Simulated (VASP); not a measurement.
# Rh (P6/mmm) in VASP: a series of runs

Runs on Rh. Level: PBE. Tasks: single point.

Program: VASP 6.6.1. These are calculated values, not measurements. Logs are shortened: lines on timing, memory, paths and dates and some standing lists are left out, and cuts for length are marked.

## (1) The cell of the first run

Symmetry: P6/mmm, No. 191, hexagonal system. The conventional cell has a = 2.180 Å, b = 2.180 Å, c = 2.064 Å, α = 90.00°, β = 90.00°, γ = 120.00°. Within 2.7 Å of Rh (site symmetry 6/mmm) lie 8 Rh at 2.06 to 2.18 Å.

## (2) Single point, PBE

Contents of INCAR:

```
PREC = Accurate ; ENCUT = 520
EDIFF = 1E-6 ; ISMEAR = -1
SIGMA = 0.05 ; LREAL = F
LASPH = T ; NELM = 100
ALGO = Normal ; ISIF = 2
LWAVE = F ; LCHARG = F
GGA = PE ; NBANDS = 14
```

Contents of KPOINTS:

```
regular mesh
0
Gamma
  20 20 18
```

Contents of POSCAR:

```
Rh
1.0
    2.1795641389      0.0000000000      0.0000000000
   -1.0897820695      1.8875579135      0.0000000000
    0.0000000000      0.0000000000      2.0636235058
Rh
1
Direct
    0.0000000000      0.0000000000      0.0000000000
```

Potentials or basis: VASP PAW PBE potentials, release 64 (Rh_pv).

Run with:

```sh
$ cat potpaw_PBE.64/Rh_pv/POTCAR > POTCAR
$ mpirun -np 1 vasp_std > vasp.out
```

OUTCAR:

```text
PREC = Accurate
   ENCUT = 520
   EDIFF = 1E-6
   ISMEAR = -1
   LREAL = F
   LASPH = T
   NELM = 100
   ISIF = 2
   GGA = PE

 ion  position               nearest neighbor table
   1  0.000  0.000  0.000-

  LATTYP: Found a hexagonal cell.
 ALAT       =     2.1795641389
 C/A-ratio  =     0.9468055879

  Lattice vectors:

 A1 = (   2.1795641389,   0.0000000000,   0.0000000000)
 A2 = (  -1.0897820695,   1.8875579135,   0.0000000000)
 A3 = (   0.0000000000,   0.0000000000,   2.0636235058)

Analysis of symmetry for initial positions (statically):
=====================================================================
 Subroutine PRICEL returns:
 Original cell was already a primitive cell.

 Routine SETGRP: Setting up the symmetry group for a
 hexagonal supercell.

 Subroutine GETGRP returns: Found 24 space group operations
 (whereof 24 operations were pure point group operations)
 out of a pool of 24 trial point group operations.

The static configuration has the point symmetry D_6h.

Analysis of symmetry for dynamics (positions and initial velocities):
=====================================================================
 Subroutine PRICEL returns:
 Original cell was already a primitive cell.

 Routine SETGRP: Setting up the symmetry group for a
 hexagonal supercell.

 Subroutine GETGRP returns: Found 24 space group operations
 (whereof 24 operations were pure point group operations)
 out of a pool of 24 trial point group operations.

The dynamic configuration has the point symmetry D_6h.

 Subroutine INISYM returns: Found 24 space group operations
 (whereof 24 operations are pure point group operations),
 and found     1 'primitive' translations

----------------------------------------------------------------------------------------

                                     Primitive cell

  volume of cell :       8.4899

  direct lattice vectors                    reciprocal lattice vectors
     2.179564139  0.000000000  0.000000000     0.458807329  0.264892535  0.000000000
    -1.089782070  1.887557914  0.000000000     0.000000000  0.529785069  0.000000000
     0.000000000  0.000000000  2.063623506     0.000000000  0.000000000  0.484584517

  length of vectors
     2.179564139  2.179564139  2.063623506     0.529785069  0.529785069  0.484584517

  position of ions in fractional coordinates (direct lattice)
     0.000000000  0.000000000  0.000000000

  ion indices of the primitive-cell ions
   primitive index   ion index
                 1           1

----------------------------------------------------------------------------------------

 KPOINTS: regular mesh

Automatic generation of k-mesh.
 Grid dimensions read from file:
 generate k-points for:   20   20   18

 Generating k-lattice:

  Cartesian coordinates                     Fractional coordinates (reciprocal lattice)
     0.022940366  0.013244627  0.000000000     0.050000000  0.000000000  0.000000000
     0.000000000  0.026489253  0.000000000     0.000000000  0.050000000  0.000000000
     0.000000000  0.000000000  0.026921362     0.000000000  0.000000000  0.055555556

  Length of vectors
     0.026489253  0.026489253  0.026921362

  Shift w.r.t. Gamma in fractional coordinates (k-lattice)
     0.000000000  0.000000000  0.000000000

 Subroutine IBZKPT returns following result:
 ===========================================

 Found    440 irreducible k-points:

 Following reciprocal coordinates:
            Coordinates               Weight
  0.000000  0.000000  0.000000      1.000000
  0.050000  0.000000  0.000000      6.000000
  0.100000  0.000000  0.000000      6.000000
  0.150000  0.000000  0.000000      6.000000
  0.200000  0.000000  0.000000      6.000000
  0.250000  0.000000  0.000000      6.000000
[... 16 lines left out ...]
  0.200000  0.100000  0.000000     12.000000
  0.250000  0.100000  0.000000     12.000000
 [... further k-points ...]
   k-points           NKPTS =    440   k-points in BZ     NKDIM =    440   number of bands    NBANDS=     14
   number of dos      NEDOS =    301   number of ions     NIONS =      1
   total plane-waves  NPLWV =   4096
   dimension x,y,z NGX =    16 NGY =   16 NGZ =   16
   dimension x,y,z NGXF=    32 NGYF=   32 NGZF=   32
   ions per type =               1
   NGX,Y,Z   is equivalent  to a cutoff of  12.20, 12.20, 12.89 a.u.
   NGXF,Y,Z  is equivalent  to a cutoff of  24.41, 24.41, 25.78 a.u.
 SYSTEM =  unknown system
   PREC   = accura    normal or accurate (medium, high low for compatibility)
   ISTART =      0    job   : 0-new  1-cont  2-samecut
   ICHARG =      2    charge: 1-file 2-atom 10-const
   ISPIN  =      1    spin polarized calculation?
   LNONCOLLINEAR =      F non collinear calculations
   LSORBIT =      F    spin-orbit coupling
   LASPH  =      T    aspherical Exc in radial PAW
   ENCUT  =  520.0 eV  38.22 Ry    6.18 a.u.   4.05  4.05  3.84*2*pi/ulx,y,z
   NELM   =    100;   NELMIN=  2; NELMDL= -5     # of ELM steps
   EDIFF  = 0.1E-05   stopping-criterion for ELM
   LREAL  =      F    real-space projection
   EDIFFG = 0.1E-04   stopping-criterion for IOM
   NSW    =      0    number of steps for IOM
   IBRION =     -1    ionic relax: 0-MD 1-quasi-New 2-CG
   NFREE  =      0    steps in history (QN), initial steepest desc. (CG)
   ISIF   =      2    stress and relaxation
   ISYM   =      2    0-nonsym 1-usesym 2-fastsym
   POTIM  = 0.5000    time-step for ionic-motion
   TEBEG  =    0.0;   TEEND  =   0.0 temperature during run
   PSTRESS=    0.0 pullay stress
   NELECT =      15.0000    total number of electrons
   NUPDOWN=      -1.0000    fix difference up-down
   EMIN   =  10.00;   EMAX   =-10.00  energy-range for DOS
   EFERMI =   0.00;   METHOD = LEGACY
   ISMEAR =    -1;   SIGMA  =   0.05  broadening in eV -4-tet -1-fermi 0-gaus
   EFERMI_NEDOS =   21; number of points for ismear=-14 and -15
   IALGO  =     38    algorithm
   IMIX   =      4    mixing-type and parameters
     AMIX     =   0.40;   BMIX     =  1.00
     AMIX_MAG =   1.60;   BMIX_MAG =  1.00
  volume/ion in A,a.u.               =       8.49        57.29
  Fermi-wavevector in a.u.,A,eV,Ry     =   1.979118  3.739992 53.292792  3.916910
  Thomas-Fermi vector in A             =   2.999783
   LORBIT       =      0    0 simple, 1 ext, 2 COOP (PROOUT), +10 PAW based schemes
   GGA     = PE    functional components
   LHFCALC =     F    Hartree Fock is set to
   AEXX    =    0.0000 exact exchange contribution
   IVDW    =     0    specifies the selected vdW correction
   LEPSILON=     F    determine dielectric tensor
   LRPA    =     F    only Hartree local field effects (RPA)
 non-spin polarized calculation
  energy-cutoff  :      520.00
  volume of cell :        8.49
 maximum number of plane-waves:       239
   NGX =  9   NGY =  9   NGZ =  7

 number of electron      14.9999998 magnetization

 Free energy of the ion-electron system (eV)
  ---------------------------------------------------
  ext. energy  EPLUGINS =         0.00000000
  ---------------------------------------------------
  free energy    TOTEN  =        -0.36010875 eV

  energy without entropy =       -0.35450516  energy(sigma->0) =       -0.35730695

 E-fermi :  23.2337     XC(G=0): -17.2609

 val. band max:       23.2332263536   @ k =   0.2000   0.1000   0.4444
 cond. band min:      23.2357293190   @ k =   0.4000   0.1500   0.2778
 fundamental gap:      0.0025029655
 Fermi energy:        23.2336790176

 k-point     1 :       0.0000    0.0000    0.0000
  band No.  band energies     occupation
      1     -23.8819      2.00000
      2     -23.8819      2.00000
      3     -23.8148      2.00000
      4      11.3168      2.00000
      5      11.9253      2.00000
      6      16.8632      2.00000
      7      16.8632      2.00000
      8      25.5074      0.00000
      9      25.5074      0.00000
     10      37.8260      0.00000
     11      42.8395      0.00000
     12      44.3995      0.00000
     13      52.4299      0.00000
     14      52.4299      0.00000

 k-point     2 :       0.0500    0.0000    0.0000
  band No.  band energies     occupation
      1     -23.9937      2.00000
      2     -23.9059      2.00000
      3     -23.8027      2.00000
      4      11.4268      2.00000
      5      12.0726      2.00000
      6      16.6999      2.00000
      7      17.0243      2.00000
      8      25.3077      0.00000
      9      25.4744      0.00000
     10      38.2335      0.00000
     11      42.8389      0.00000
     12      44.7375      0.00000
     13      51.4185      0.00000
     14      52.0779      0.00000

 k-point     3 :       0.1000    0.0000    0.0000
  band No.  band energies     occupation
      1     -24.3135      2.00000
      2     -23.9753      2.00000
      3     -23.7678      2.00000
      4      11.6748      2.00000
      5      12.5398      2.00000
      6      16.2996      2.00000
      7      17.5017      2.00000
      8      24.7589      0.00000
      9      25.3794      0.00000
     10      39.3779      0.00000
     11      42.8382      0.00000
     12      45.6896      0.00000
     13      49.3843      0.00000
     14      51.1786      0.00000
[... 324 lines left out ...]
 k-point    23 :       0.2000    0.1000    0.0000
  band No.  band energies     occupation
      1     -26.1048      2.00000
      2     -24.5237      2.00000
      3     -23.5417      2.00000
      4      12.8287      2.00000
      5      13.6725      2.00000
      6      16.4177      2.00000
      7      21.8164      2.00000
      8      22.0889      2.00000
      9      24.6077      0.00000
     10      42.1350      0.00000
     11      42.8482      0.00000
     12      44.2111      0.00000
     13      49.0269      0.00000
     14      51.1551      0.00000

 k-point    24 :       0.2500    0.1000    0.0000
  band No.  band energies     occupation
      1     -26.6432      2.00000
      2     -24.7021      2.00000
      3     -23.4669      2.00000
      4      12.7319      2.00000
      5      13.5602      2.00000
      6      17.8471      2.00000
      7      21.3780      2.00000
      8      23.4605      0.02118
      9      24.3595      0.00000
     10      40.6031      0.00000
     11      42.8375      0.00000
     12      43.5704      0.00000
     13      49.1339      0.00000
     14      52.4110      0.00000

 [... further k-points ...]
[... 5 lines left out ...]
  --------------------------------------------------------------------------------------
  -------------------------------------------------------------------------------------
  Total       27.9908123     27.9908123     28.1855638     -0.0000000     -0.0000000      0.0000000
  in kB     5282.3318184   5282.3318186   5319.0846777     -0.0000001     -0.0000000      0.0000000
  external PRESSURE =    5294.5827716 kB  Pullay stress =       0.0000000 kB

 VOLUME and BASIS-vectors are now :
 -----------------------------------------------------------------------------
  energy-cutoff  :      520.00
  volume of cell :        8.49
      direct lattice vectors                 reciprocal lattice vectors
     2.179564139  0.000000000  0.000000000     0.458807329  0.264892535  0.000000000
    -1.089782070  1.887557914  0.000000000     0.000000000  0.529785069  0.000000000
     0.000000000  0.000000000  2.063623506     0.000000000  0.000000000  0.484584517

 POSITION                                       TOTAL-FORCE (eV/Angst)
 -----------------------------------------------------------------------------------
      0.00000      0.00000      0.00000        -0.000000      0.000000      0.000000
 -----------------------------------------------------------------------------------
    total drift:                                0.000000      0.000000      0.000000

  FREE ENERGIE OF THE ION-ELECTRON SYSTEM (eV)
  ---------------------------------------------------
  free  energy   TOTEN  =        -0.3601087476 eV

  energy  without entropy=       -0.3545051599  energy(sigma->0) =       -0.35730695
```

Run time: 23 s. Hardware: 1 thread of AMD EPYC 9R14 (Zen 4), shared host; peak memory 0.12 GiB.

Results:

```yaml
Free_energy: -0.3601 eV
Pressure: 529.5 GPa
```

Stress tensor (GPa, compression positive):
```
528.23   0.00   0.00
  0.00 528.23   0.00
  0.00   0.00 531.91
```

Levels at points of the mesh, in eV from the Fermi level:
```tsv
k point	band 6	band 7	band 8	band 9	band 10	band 11
(0.00, 0.00, 0.00)	-6.37	-6.37	2.27	2.27	14.59	19.61
(0.50, 0.00, 0.00)	-3.44	0.65	1.03	2.88	14.76	18.70
(0.00, 0.00, 0.50)	-5.09	-3.13	-3.13	-1.66	14.04	19.12
(0.50, 0.00, 0.50)	-5.33	3.45	5.46	7.10	11.33	19.60
```

## (3) Single point, PBE

Contents of INCAR:

```
SYSTEM = Rh
PREC = Accurate
ENCUT = 520
EDIFF = 1E-6
ISMEAR = -1
SIGMA = 0.05
LREAL = .False.
LASPH = .True.
NELM = 60
ALGO = Normal
ISIF = 2
LWAVE = .False.
LCHARG = .False.
GGA = PE
NBANDS = 14
```

Contents of KPOINTS:

```
Automatic mesh
0
Gamma
  20 20 18
  0 0 0
```

Contents of POSCAR:

```
Rh
1.0
    2.1798671734      0.0000000000      0.0000000000
   -1.0899335867      1.8878203490      0.0000000000
    0.0000000000      0.0000000000      2.0640035584
Rh
1
Direct
    0.0000000000      0.0000000000      0.0000000000
```

Potentials or basis: VASP PAW PBE potentials, release 64 (Rh_pv).

Run with:

```sh
$ cat potpaw_PBE.64/Rh_pv/POTCAR > POTCAR
$ mpirun -np 1 vasp_std > vasp.out
```

Wall time 22 s (1 thread of AMD EPYC 9R14 (Zen 4), shared host); peak memory 0.12 GiB.

The run converged. Its results:

| Item | Value |
| --- | --- |
| Free energy | -0.3731 eV |
| Pressure | 528.5 GPa |

Stress tensor (GPa, compression positive):
```
527.29   0.00   0.00
  0.00 527.29   0.00
  0.00   0.00 530.81
```

Levels at points of the mesh, in eV from the Fermi level:
```
           k point  band 6  band 7  band 8  band 9  band 10  band 11
(0.00, 0.00, 0.00)   -6.37   -6.37    2.27    2.27    14.60    19.61
(0.50, 0.00, 0.00)   -3.44    0.65    1.03    2.88    14.75    18.70
(0.00, 0.00, 0.50)   -5.08   -3.12   -3.12   -1.65    14.03    19.12
(0.50, 0.00, 0.50)   -5.32    3.45    5.46    7.10    11.33    19.60
```
